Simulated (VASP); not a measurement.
# Cs (I4/mmm) in VASP: single point with PBEsol

Aim: the single point of Cs with PBEsol.

Everything below comes from runs of VASP 6.6.1. Logs are shortened: lines on timing, memory, paths and dates and some standing lists are left out, and cuts for length are marked.

**1. The cell of the first run**

The structure is tetragonal, space group I4/mmm (No. 139). The conventional cell has a = 5.500 Å, b = 5.500 Å, c = 8.194 Å, α = 90.00°, β = 90.00°, γ = 90.00°.

**2. Single point, PBEsol**

Input file INCAR:

```
SYSTEM = Cs
ALGO = Normal
EDIFF = 1E-7
ENCUT = 520
GGA = PS
ISIF = 2
ISMEAR = 1
LASPH = .True.
LCHARG = .False.
LREAL = .False.
LWAVE = .False.
NBANDS = 10
NELM = 60
PREC = Accurate
SIGMA = 0.1
```

Input file KPOINTS:

```
k-points
0
Gamma
  7 7 7
  0 0 0
```

Input file POSCAR:

```
Cs
1.0
   -2.7500750000      2.7500750000      4.0972390000
    2.7500750000     -2.7500750000      4.0972390000
    2.7500750000      2.7500750000     -4.0972390000
Cs
1
Direct
    0.0000000000      0.0000000000      0.0000000000
```

Potentials or basis: VASP PAW PBE potentials, release 64 (Cs_sv).

Started as:

```console
$ cat potpaw_PBE.64/Cs_sv/POTCAR > POTCAR
$ mpirun -np 1 vasp_std > vasp.out
```

OUTCAR:

```text
SYSTEM = Cs
   EDIFF = 1E-7
   ENCUT = 520
   GGA = PS
   ISIF = 2
   ISMEAR = 1
   LASPH = .True.
   LREAL = .False.
   NELM = 60
   PREC = Accurate

 ion  position               nearest neighbor table
   1  0.000  0.000  0.000-

  LATTYP: Found a body centered tetragonal cell.
 ALAT       =     5.5001500000
 C/A-ratio  =     1.4898644582

  Lattice vectors:

 A1 = (  -2.7500750000,   2.7500750000,   4.0972390000)
 A2 = (   2.7500750000,  -2.7500750000,   4.0972390000)
 A3 = (   2.7500750000,   2.7500750000,  -4.0972390000)

Analysis of symmetry for initial positions (statically):
=====================================================================
 Subroutine PRICEL returns:
 Original cell was already a primitive cell.

 Routine SETGRP: Setting up the symmetry group for a
 body centered tetragonal supercell.

 Subroutine GETGRP returns: Found 16 space group operations
 (whereof 16 operations were pure point group operations)
 out of a pool of 16 trial point group operations.

The static configuration has the point symmetry D_4h.

Analysis of symmetry for dynamics (positions and initial velocities):
=====================================================================
 Subroutine PRICEL returns:
 Original cell was already a primitive cell.

 Routine SETGRP: Setting up the symmetry group for a
 body centered tetragonal supercell.

 Subroutine GETGRP returns: Found 16 space group operations
 (whereof 16 operations were pure point group operations)
 out of a pool of 16 trial point group operations.

The dynamic configuration has the point symmetry D_4h.

 Subroutine INISYM returns: Found 16 space group operations
 (whereof 16 operations are pure point group operations),
 and found     1 'primitive' translations

----------------------------------------------------------------------------------------

                                     Primitive cell

  volume of cell :     123.9482

  direct lattice vectors                    reciprocal lattice vectors
    -2.750075000  2.750075000  4.097239000     0.000000000  0.181813223  0.122033399
     2.750075000 -2.750075000  4.097239000     0.181813223  0.000000000  0.122033399
     2.750075000  2.750075000 -4.097239000     0.181813223  0.181813223  0.000000000

  length of vectors
     5.649176262  5.649176262  5.649176262     0.218970771  0.218970771  0.257122726

  position of ions in fractional coordinates (direct lattice)
     0.000000000  0.000000000  0.000000000

  ion indices of the primitive-cell ions
   primitive index   ion index
                 1           1

----------------------------------------------------------------------------------------

 KPOINTS: k-points

Automatic generation of k-mesh.
 Grid dimensions read from file:
 generate k-points for:    7    7    7

 Generating k-lattice:

  Cartesian coordinates                     Fractional coordinates (reciprocal lattice)
     0.000000000  0.025973318  0.017433343     0.142857143  0.000000000  0.000000000
     0.025973318  0.000000000  0.017433343     0.000000000  0.142857143  0.000000000
     0.025973318  0.025973318  0.000000000     0.000000000  0.000000000  0.142857143

  Length of vectors
     0.031281539  0.031281539  0.036731818

  Shift w.r.t. Gamma in fractional coordinates (k-lattice)
     0.000000000  0.000000000  0.000000000

 Subroutine IBZKPT returns following result:
 ===========================================

 Found     40 irreducible k-points:

 Following reciprocal coordinates:
            Coordinates               Weight
  0.000000  0.000000  0.000000      1.000000
  0.142857 -0.000000  0.000000      8.000000
  0.285714  0.000000  0.000000      8.000000
  0.428571 -0.000000  0.000000      8.000000
  0.142857  0.142857  0.000000      8.000000
  0.285714  0.142857  0.000000     16.000000
[... 16 lines left out ...]
 -0.142857  0.285714  0.142857      8.000000
 -0.428571  0.428571  0.142857      8.000000
 [... further k-points ...]
   k-points           NKPTS =     40   k-points in BZ     NKDIM =     40   number of bands    NBANDS=     10
   number of dos      NEDOS =    301   number of ions     NIONS =      1
   total plane-waves  NPLWV =  74088
   dimension x,y,z NGX =    42 NGY =   42 NGZ =   42
   dimension x,y,z NGXF=    84 NGYF=   84 NGZF=   84
   ions per type =               1
   NGX,Y,Z   is equivalent  to a cutoff of  12.36, 12.36, 12.36 a.u.
   NGXF,Y,Z  is equivalent  to a cutoff of  24.72, 24.72, 24.72 a.u.
 SYSTEM =  Cs
   PREC   = accura    normal or accurate (medium, high low for compatibility)
   ISTART =      0    job   : 0-new  1-cont  2-samecut
   ICHARG =      2    charge: 1-file 2-atom 10-const
   ISPIN  =      1    spin polarized calculation?
   LNONCOLLINEAR =      F non collinear calculations
   LSORBIT =      F    spin-orbit coupling
   LASPH  =      T    aspherical Exc in radial PAW
   ENCUT  =  520.0 eV  38.22 Ry    6.18 a.u.  10.50 10.50 10.50*2*pi/ulx,y,z
   NELM   =     60;   NELMIN=  2; NELMDL= -5     # of ELM steps
   EDIFF  = 0.1E-06   stopping-criterion for ELM
   LREAL  =      F    real-space projection
   EDIFFG = 0.1E-05   stopping-criterion for IOM
   NSW    =      0    number of steps for IOM
   IBRION =     -1    ionic relax: 0-MD 1-quasi-New 2-CG
   NFREE  =      0    steps in history (QN), initial steepest desc. (CG)
   ISIF   =      2    stress and relaxation
   ISYM   =      2    0-nonsym 1-usesym 2-fastsym
   POTIM  = 0.5000    time-step for ionic-motion
   TEBEG  =    0.0;   TEEND  =   0.0 temperature during run
   PSTRESS=    0.0 pullay stress
   NELECT =       9.0000    total number of electrons
   NUPDOWN=      -1.0000    fix difference up-down
   EMIN   =  10.00;   EMAX   =-10.00  energy-range for DOS
   EFERMI =   0.00;   METHOD = LEGACY
   ISMEAR =     1;   SIGMA  =   0.10  broadening in eV -4-tet -1-fermi 0-gaus
   EFERMI_NEDOS =   21; number of points for ismear=-14 and -15
   IALGO  =     38    algorithm
   IMIX   =      4    mixing-type and parameters
     AMIX     =   0.40;   BMIX     =  1.00
     AMIX_MAG =   1.60;   BMIX_MAG =  1.00
  volume/ion in A,a.u.               =     123.95       836.44
  Fermi-wavevector in a.u.,A,eV,Ry     =   0.682981  1.290648  6.346623  0.466464
  Thomas-Fermi vector in A             =   1.762213
   LORBIT       =      0    0 simple, 1 ext, 2 COOP (PROOUT), +10 PAW based schemes
   GGA     = PS    functional components
   LHFCALC =     F    Hartree Fock is set to
   AEXX    =    0.0000 exact exchange contribution
   IVDW    =     0    specifies the selected vdW correction
   LEPSILON=     F    determine dielectric tensor
   LRPA    =     F    only Hartree local field effects (RPA)
 non-spin polarized calculation
 Methfessel and Paxton  Order N= 1 SIGMA  =   0.10
  energy-cutoff  :      520.00
  volume of cell :      123.95
 maximum number of plane-waves:      3360
 NGX is ok and might be reduce to    42
   NGX = 21   NGY = 21   NGZ = 21

 number of electron       9.0000001 magnetization

 Free energy of the ion-electron system (eV)
  ---------------------------------------------------
  ext. energy  EPLUGINS =         0.00000000
  ---------------------------------------------------
  free energy    TOTEN  =        -0.93796219 eV

  energy without entropy =       -0.93923166  energy(sigma->0) =       -0.93838535

 E-fermi :   0.2808     XC(G=0):  -5.2856

 val. band max:        0.2790008631   @ k =  -0.4286  -0.4286   0.4286
 cond. band min:       0.3289304005   @ k =   0.2857   0.2857   0.0000
 fundamental gap:      0.0499295374
 Fermi energy:         0.2807966092

 k-point     1 :       0.0000    0.0000    0.0000
  band No.  band energies     occupation
      1     -23.6943      2.00000
      2     -10.4254      2.00000
      3     -10.4240      2.00000
      4     -10.4240      2.00000
      5      -1.4069      2.00000
      6       2.5108      0.00000
      7       2.6754      0.00000
      8       2.6754      0.00000
      9       3.4620      0.00000
     10       3.7870      0.00000

 k-point     2 :       0.1429   -0.0000    0.0000
  band No.  band energies     occupation
      1     -23.6935      2.00000
      2     -10.4447      2.00000
      3     -10.4284      2.00000
      4     -10.4260      2.00000
      5      -1.2107      2.00000
      6       2.2630     -0.00000
      7       2.6328      0.00000
      8       2.7630      0.00000
      9       3.3657      0.00000
     10       3.6163      0.00000

 k-point     3 :       0.2857    0.0000    0.0000
  band No.  band energies     occupation
      1     -23.6918      2.00000
      2     -10.4896      2.00000
      3     -10.4362      2.00000
      4     -10.4304      2.00000
      5      -0.6742      2.00000
      6       1.6554     -0.00000
      7       2.5520      0.00000
      8       2.7668      0.00000
      9       3.6066      0.00000
     10       3.6813      0.00000

 k-point     4 :       0.4286   -0.0000    0.0000
  band No.  band energies     occupation
      1     -23.6903      2.00000
      2     -10.5248      2.00000
      3     -10.4424      2.00000
      4     -10.4340      2.00000
      5       0.0101      2.00087
      6       1.0603     -0.00000
      7       2.3940      0.00000
      8       2.6196      0.00000
      9       4.1892      0.00000
     10       4.2219      0.00000
[... 222 lines left out ...]
 k-point    22 :      -0.2857    0.2857    0.1429
  band No.  band energies     occupation
      1     -23.6904      2.00000
      2     -10.5011      2.00000
      3     -10.4562      2.00000
      4     -10.4416      2.00000
      5      -0.1897      2.00000
      6       1.5225     -0.00000
      7       1.9665     -0.00000
      8       2.9812      0.00000
      9       3.3013      0.00000
     10       4.2954      0.00000

 k-point    23 :      -0.1429    0.2857    0.1429
  band No.  band energies     occupation
      1     -23.6907      2.00000
      2     -10.5058      2.00000
      3     -10.4519      2.00000
      4     -10.4316      2.00000
      5      -0.2615      2.00000
      6       1.4379     -0.00000
      7       2.1388     -0.00000
      8       2.8372      0.00000
      9       3.5122      0.00000
     10       4.2574      0.00000

 k-point    24 :      -0.4286    0.4286    0.1429
  band No.  band energies     occupation
      1     -23.6888      2.00000
      2     -10.5117      2.00000
      3     -10.4696      2.00000
      4     -10.4657      2.00000
      5       0.6323     -0.00001
      6       1.2839     -0.00000
      7       1.5582     -0.00000
      8       2.8389      0.00000
      9       3.8548      0.00000
     10       4.1521      0.00000

 [... further k-points ...]
[... 5 lines left out ...]
  --------------------------------------------------------------------------------------
  -------------------------------------------------------------------------------------
  Total       -0.1579612     -0.1579612     -0.2177317      0.0000000     -0.0000000      0.0000000
  in kB       -2.0418343     -2.0418343     -2.8144393      0.0000000     -0.0000000      0.0000000
  external PRESSURE =      -2.2993693 kB  Pullay stress =       0.0000000 kB

 VOLUME and BASIS-vectors are now :
 -----------------------------------------------------------------------------
  energy-cutoff  :      520.00
  volume of cell :      123.95
      direct lattice vectors                 reciprocal lattice vectors
    -2.750075000  2.750075000  4.097239000     0.000000000  0.181813223  0.122033399
     2.750075000 -2.750075000  4.097239000     0.181813223  0.000000000  0.122033399
     2.750075000  2.750075000 -4.097239000     0.181813223  0.181813223  0.000000000

 POSITION                                       TOTAL-FORCE (eV/Angst)
 -----------------------------------------------------------------------------------
      0.00000      0.00000      0.00000        -0.000000     -0.000000     -0.000000
 -----------------------------------------------------------------------------------
    total drift:                               -0.000000      0.000000      0.000000

  FREE ENERGIE OF THE ION-ELECTRON SYSTEM (eV)
  ---------------------------------------------------
  free  energy   TOTEN  =        -0.9379621920 eV

  energy  without entropy=       -0.9392316599  energy(sigma->0) =       -0.93838535
```

Run time: 25 s. Hardware: 1 thread of Intel Xeon Platinum 8375C at 2.90GHz (Ice Lake), shared host; peak memory 0.26 GiB.

Results:

```
Free energy : -0.9380 eV
Pressure    : -0.2 GPa
```

Levels at points of the mesh, in eV from the Fermi level:
```tsv
k point	band 2	band 3	band 4	band 5	band 6	band 7	band 8	band 9
(0.00, 0.00, 0.00)	-10.71	-10.70	-10.70	-1.69	2.23	2.39	2.39	3.18
```

Caveat: the PAW data sets were made with another functional, which shifts forces and pressure a little; spin-orbit coupling is left out, which moves the levels of the heavy elements.
